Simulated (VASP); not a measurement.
# BaB5 (P6/mmm) in VASP: a series of runs, part 2 of 2

VASP 6.6.1. Earlier steps stand in the parts before.

## Step 3: Relaxation of cell and atoms, PBE

This run uses another cell than the first one, of 10.44 Å³/atom.

Contents of INCAR:

```
PREC = Accurate ; ENCUT = 600
EDIFF = 1E-7 ; ISMEAR = 0
SIGMA = 0.1 ; LREAL = F
LASPH = T ; NELM = 100
ALGO = Normal ; ISIF = 3
LWAVE = F ; LCHARG = F
GGA = PE ; IBRION = 2
NSW = 100 ; EDIFFG = -0.01
```

Contents of KPOINTS:

```
Automatic mesh
0
Gamma
  12 12 12
```

Contents of POSCAR:

```
BaB5
1.0
    4.9637215836      0.0000000000      0.0000000000
   -2.4818607918      4.2987089887      0.0000000000
    0.0000000000      0.0000000000      2.9358551923
Ba B
1 5
Direct
    0.0000000000      0.0000000000      0.0000000000
    0.3333333333      0.6666666667      0.0000000000
    0.6666666667      0.3333333333      0.0000000000
    0.5000000000      0.0000000000      0.5000000000
    0.5000000000      0.5000000000      0.5000000000
    0.0000000000      0.5000000000      0.5000000000
```

Potentials or basis: VASP PAW PBE potentials, release 64 (Ba_sv, B).

The run is started by

```
$ cat potpaw_PBE.64/Ba_sv/POTCAR potpaw_PBE.64/B/POTCAR > POTCAR
$ mpirun -np 1 vasp_std > vasp.out
```

OUTCAR:

```text
PREC = Accurate
   ENCUT = 600
   EDIFF = 1E-7
   ISMEAR = 0
   LREAL = F
   LASPH = T
   NELM = 100
   ISIF = 3
   GGA = PE
   IBRION = 2
   NSW = 100
   EDIFFG = -0.01

 ion  position               nearest neighbor table
   1  0.000  0.000  0.000-   2 2.87   3 2.87   2 2.87   3 2.87   3 2.87   2 2.87   5 2.88   6 2.88
                             5 2.88   6 2.88   6 2.88   6 2.88   5 2.88   5 2.88   4 2.88   4 2.88
   2  0.333  0.667  0.000-   4 2.05   4 2.05   6 2.05   6 2.05   5 2.05   5 2.05   1 2.87   1 2.87
                             1 2.87
   3  0.667  0.333  0.000-   4 2.05   4 2.05   6 2.05   6 2.05   5 2.05   5 2.05   1 2.87   1 2.87
                             1 2.87
   4  0.500  0.000  0.500-   2 2.05   3 2.05   2 2.05   3 2.05   1 2.88   1 2.88   1 2.88   1 2.88

   5  0.500  0.500  0.500-   2 2.05   3 2.05   2 2.05   3 2.05   1 2.88   1 2.88   1 2.88   1 2.88

   6  0.000  0.500  0.500-   2 2.05   3 2.05   2 2.05   3 2.05   1 2.88   1 2.88   1 2.88   1 2.88

  LATTYP: Found a hexagonal cell.
 ALAT       =     4.9637215836
 C/A-ratio  =     0.5914625031

  Lattice vectors:

 A1 = (   4.9637215836,   0.0000000000,   0.0000000000)
 A2 = (  -2.4818607918,   4.2987089887,   0.0000000000)
 A3 = (   0.0000000000,   0.0000000000,   2.9358551923)

Analysis of symmetry for initial positions (statically):
=====================================================================
 Subroutine PRICEL returns:
 Original cell was already a primitive cell.

 Routine SETGRP: Setting up the symmetry group for a
 hexagonal supercell.

 Subroutine GETGRP returns: Found 24 space group operations
 (whereof 24 operations were pure point group operations)
 out of a pool of 24 trial point group operations.

The static configuration has the point symmetry D_6h.

Analysis of symmetry for dynamics (positions and initial velocities):
=====================================================================
 Subroutine PRICEL returns:
 Original cell was already a primitive cell.

 Routine SETGRP: Setting up the symmetry group for a
 hexagonal supercell.

 Subroutine GETGRP returns: Found 24 space group operations
 (whereof 24 operations were pure point group operations)
 out of a pool of 24 trial point group operations.

The dynamic configuration has the point symmetry D_6h.

 Subroutine INISYM returns: Found 24 space group operations
 (whereof 24 operations are pure point group operations),
 and found     1 'primitive' translations

----------------------------------------------------------------------------------------

                                     Primitive cell

  volume of cell :      62.6441

  direct lattice vectors                    reciprocal lattice vectors
     4.963721584  0.000000000  0.000000000     0.201461743  0.116313991  0.000000000
    -2.481860792  4.298708989  0.000000000     0.000000000  0.232627983  0.000000000
     0.000000000  0.000000000  2.935855192     0.000000000  0.000000000  0.340616255

  length of vectors
     4.963721584  4.963721584  2.935855192     0.232627983  0.232627983  0.340616255

  position of ions in fractional coordinates (direct lattice)
     0.000000000  0.000000000  0.000000000
     0.333333333  0.666666667  0.000000000
     0.666666667  0.333333333  0.000000000
[... 67 lines left out ...]
   number of dos      NEDOS =    301   number of ions     NIONS =      6
   total plane-waves  NPLWV =  38400
   dimension x,y,z NGX =    40 NGY =   40 NGZ =   24
   dimension x,y,z NGXF=    80 NGYF=   80 NGZF=   48
   ions per type =               1   5
   NGX,Y,Z   is equivalent  to a cutoff of  13.40, 13.40, 13.59 a.u.
   NGXF,Y,Z  is equivalent  to a cutoff of  26.79, 26.79, 27.18 a.u.
 SYSTEM =  unknown system
   PREC   = accura    normal or accurate (medium, high low for compatibility)
   ISTART =      0    job   : 0-new  1-cont  2-samecut
   ICHARG =      2    charge: 1-file 2-atom 10-const
   ISPIN  =      1    spin polarized calculation?
   LNONCOLLINEAR =      F non collinear calculations
   LSORBIT =      F    spin-orbit coupling
   LASPH  =      T    aspherical Exc in radial PAW
   ENCUT  =  600.0 eV  44.10 Ry    6.64 a.u.   9.91  9.91  5.86*2*pi/ulx,y,z
   NELM   =    100;   NELMIN=  2; NELMDL= -5     # of ELM steps
   EDIFF  = 0.1E-06   stopping-criterion for ELM
   LREAL  =      F    real-space projection
   EDIFFG = -.1E-01   stopping-criterion for IOM
   NSW    =    100    number of steps for IOM
   IBRION =      2    ionic relax: 0-MD 1-quasi-New 2-CG
   NFREE  =      1    steps in history (QN), initial steepest desc. (CG)
   ISIF   =      3    stress and relaxation
   ISYM   =      2    0-nonsym 1-usesym 2-fastsym
   POTIM  = 0.5000    time-step for ionic-motion
   TEBEG  =    0.0;   TEEND  =   0.0 temperature during run
   PSTRESS=    0.0 pullay stress
   NELECT =      25.0000    total number of electrons
   NUPDOWN=      -1.0000    fix difference up-down
   EMIN   =  10.00;   EMAX   =-10.00  energy-range for DOS
   EFERMI =   0.00;   METHOD = LEGACY
   ISMEAR =     0;   SIGMA  =   0.10  broadening in eV -4-tet -1-fermi 0-gaus
   EFERMI_NEDOS =   21; number of points for ismear=-14 and -15
   IALGO  =     38    algorithm
   IMIX   =      4    mixing-type and parameters
     AMIX     =   0.40;   BMIX     =  1.00
     AMIX_MAG =   1.60;   BMIX_MAG =  1.00
  volume/ion in A,a.u.               =      10.44        70.46
  Fermi-wavevector in a.u.,A,eV,Ry     =   1.205299  2.277685 19.765806  1.452746
  Thomas-Fermi vector in A             =   2.340999
   LORBIT       =      0    0 simple, 1 ext, 2 COOP (PROOUT), +10 PAW based schemes
   GGA     = PE    functional components
   LHFCALC =     F    Hartree Fock is set to
   AEXX    =    0.0000 exact exchange contribution
   IVDW    =     0    specifies the selected vdW correction
   LEPSILON=     F    determine dielectric tensor
   LRPA    =     F    only Hartree local field effects (RPA)
 conjugate gradient relaxation of ions
 non-spin polarized calculation
 Gauss-broadening in eV      SIGMA  =   0.10
  energy-cutoff  :      600.00
  volume of cell :       62.64
 maximum number of plane-waves:      2121
 NGX is ok and might be reduce to    40
   NGX = 19   NGY = 19   NGZ = 11

--------------------------------------- Ionic step        1  -------------------------------------------

 number of electron      25.0000000 magnetization

 Free energy of the ion-electron system (eV)
  ---------------------------------------------------
  ext. energy  EPLUGINS =         0.00000000
  ---------------------------------------------------
  free energy    TOTEN  =       -28.17851887 eV

  energy without entropy =      -28.16856213  energy(sigma->0) =      -28.17354050

------------------------ aborting loop because EDIFF is reached ----------------------------------------

  FORCE on cell =-STRESS in cart. coord.  units (eV):
  Direction    XX          YY          ZZ          XY          YZ          ZX
  --------------------------------------------------------------------------------------
  -------------------------------------------------------------------------------------
  Total        1.2027186      1.2027186      1.4356689      0.0000000     -0.0000000      0.0000000
  in kB       30.7605801     30.7605801     36.7184871      0.0000000     -0.0000000      0.0000000
  external PRESSURE =      32.7465491 kB  Pullay stress =       0.0000000 kB
[... 67 lines left out ...]
--------------------------------------- Ionic step        3  -------------------------------------------

 number of electron      25.0000000 magnetization

 Free energy of the ion-electron system (eV)
  ---------------------------------------------------
  ext. energy  EPLUGINS =         0.00000000
  ---------------------------------------------------
  free energy    TOTEN  =       -28.19297355 eV

  energy without entropy =      -28.18280234  energy(sigma->0) =      -28.18788795

 E-fermi :   5.9902     XC(G=0): -11.5399

 val. band max:        5.9839291134   @ k =   0.5000   0.0000   0.4167
 cond. band min:       5.9950013617   @ k =   0.4167   0.0000   0.4167
 fundamental gap:      0.0110722483
 Fermi energy:         5.9901714280

 k-point     1 :       0.0000    0.0000    0.0000
  band No.  band energies     occupation
      1     -21.6190      2.00000
      2      -7.3780      2.00000
      3      -7.3780      2.00000
      4      -6.7305      2.00000
      5      -4.1559      2.00000
      6      -2.6588      2.00000
[... 433 lines left out ...]
      3      -7.5045      2.00000
      4      -5.1607      2.00000
      5      -4.5495      2.00000
      6      -3.6292      2.00000
[... 8 lines left out ...]
     15       8.2993      0.00000
     16       8.9916      0.00000

 [... further k-points ...]

------------------------ aborting loop because EDIFF is reached ----------------------------------------

  FORCE on cell =-STRESS in cart. coord.  units (eV):
  Direction    XX          YY          ZZ          XY          YZ          ZX
  --------------------------------------------------------------------------------------
  -------------------------------------------------------------------------------------
  Total        0.0223485      0.0223485     -0.0328092      0.0000000     -0.0000000      0.0000000
  in kB        0.5588081      0.5588081     -0.8203683      0.0000000     -0.0000000      0.0000000
  external PRESSURE =       0.0990826 kB  Pullay stress =       0.0000000 kB
[... 21 lines left out ...]
  FREE ENERGIE OF THE ION-ELECTRON SYSTEM (eV)
  ---------------------------------------------------
  free  energy   TOTEN  =       -28.1929735518 eV

  energy  without entropy=      -28.1828023417  energy(sigma->0) =      -28.18788795

 reached required accuracy - stopping structural energy minimisation
```

CONTCAR:

```text
BaB5
   1.00000000000000
     4.9989876307861820    0.0000000000000000    0.0000000000000000
    -2.4994938153930910    4.3292502814540654   -0.0000000000000000
     0.0000000000000000   -0.0000000000000000    2.9607537539233095
  Ba              B
     1     5
Direct
     0.0000000000000000    1.0000000000000000    1.0000000000000000
     0.3333333332999970    0.6666666667000030    0.0000000000000000
     0.6666666667000030    0.3333333332999970    0.0000000000000000
     0.5000000000000000    1.0000000000000000    0.5000000000000000
     0.5000000000000000    0.5000000000000000    0.5000000000000000
     0.0000000000000000    0.5000000000000000    0.5000000000000000

  0.00000000E+00  0.00000000E+00  0.00000000E+00
  0.00000000E+00  0.00000000E+00  0.00000000E+00
  0.00000000E+00  0.00000000E+00  0.00000000E+00
  0.00000000E+00  0.00000000E+00  0.00000000E+00
  0.00000000E+00  0.00000000E+00  0.00000000E+00
  0.00000000E+00  0.00000000E+00  0.00000000E+00
```

Run time: 5 min. Hardware: 1 thread of Intel Xeon Platinum 8488C (Sapphire Rapids), shared host; peak memory 0.32 GiB.

What came out:

```
Free energy                           : -28.1930 eV
Relaxed volume                        : 10.68 Å³/atom
Relaxed cell                          : a = 4.999 Å, b = 4.999 Å, c = 2.961 Å, α = 90.00°, β = 90.00°, γ = 120.00°
Space group after relaxing (to 0.1 Å) : P6/mmm (No. 191)
Energy gained by relaxing             : 2.4 meV/atom
Ionic steps                           : 3
Pressure after relaxing               : 0.0 GPa
Band gap on the k mesh                : zero (an odd number of electrons rules out a gap without spin polarisation)
```

Step by step:
```
step  energy change (eV)  largest force (eV/Å)  pressure (GPa)  volume (Å³)
   1              0.0000                0.0000            3.27        62.64
   2             -0.0126                0.0000           -1.09        64.60
   3             -0.0145                0.0000            0.01        64.08
```

Final structure:
```cif
data_structure
_symmetry_space_group_name_H-M 'P 1'
_symmetry_Int_Tables_number 1
_cell_length_a 4.9990
_cell_length_b 4.9990
_cell_length_c 2.9608
_cell_angle_alpha 90.000
_cell_angle_beta 90.000
_cell_angle_gamma 120.000
_cell_volume 64.08
loop_
_atom_site_label
_atom_site_type_symbol
_atom_site_fract_x
_atom_site_fract_y
_atom_site_fract_z
_atom_site_occupancy
Ba1 Ba 0.00000 0.00000 0.00000 1
B1 B 0.33333 0.66667 0.00000 1
B2 B 0.66667 0.33333 0.00000 1
B3 B 0.50000 0.00000 0.50000 1
B4 B 0.50000 0.50000 0.50000 1
B5 B 0.00000 0.50000 0.50000 1
```

Levels at points of the mesh, in eV from the Fermi level:
```csv
k point,band 11,band 12,band 13,band 14,band 15,band 16
"(0.00, 0.00, 0.00)",-1.74,0.30,3.07,3.69,3.69,4.15
"(0.50, 0.00, 0.00)",-1.36,-0.22,0.12,1.34,1.75,3.27
"(0.00, 0.00, 0.50)",-3.70,-3.56,-3.04,-3.04,2.84,2.84
"(0.50, 0.00, 0.50)",-1.92,-1.02,0.38,1.15,1.16,1.25
```

Caveat: spin-orbit coupling is left out, which moves the levels of the heavy elements.
